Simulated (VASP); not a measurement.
Here is a VASP 6.6.1 calculation.

Contents of INCAR:

```
ALGO = Normal
EDIFF = 1E-6
ENCUT = 500
GGA = PE
GGA_COMPAT = False
ISIF = 2
ISMEAR = 0
LASPH = True
LCHARG = False
LREAL = False
LWAVE = False
NBANDS = 20
NELM = 120
PREC = Accurate
SIGMA = 0.01
```

The input KPOINTS:

```
k-points
0
Gamma
  3 3 3
```

Contents of POSCAR:

```
MoS2
1.0
    1.5018290000      0.8670820000      5.8203810000
   -1.5018290000      0.8670820000      5.8203810000
    0.0000000000     -1.7341630000      5.8203810000
Mo S
1 2
Direct
    0.0044212452      0.0044212452      0.0044212452
    0.2477000000      0.2477000000      0.2477000000
    0.4190000000      0.4190000000      0.4190000000
```

Potentials or basis: VASP PAW PBE potentials, release 64 (Mo_sv, S).

Command:

```bash
$ cat potpaw_PBE.64/Mo_sv/POTCAR potpaw_PBE.64/S/POTCAR > POTCAR
$ mpirun -np 1 vasp_std > vasp.out
```

Q: Estimate the largest force.

A: 4.169 eV/Å.

Q: What does it give for the band gap on the k mesh?

A: 1.25 eV, indirect (least direct gap 2.14 eV).

Forces on the atoms (eV/Å):
```
Mo   0.000  0.000 -3.396
S    0.000  0.000 -0.773
S    0.000  0.000  4.169
```

Caveat: the k points lie up to 0.81 Å⁻¹ apart; forces of over 1 eV/Å act on the atoms, so gaps and moduli don't describe the material at rest. A k mesh can miss the band edges.
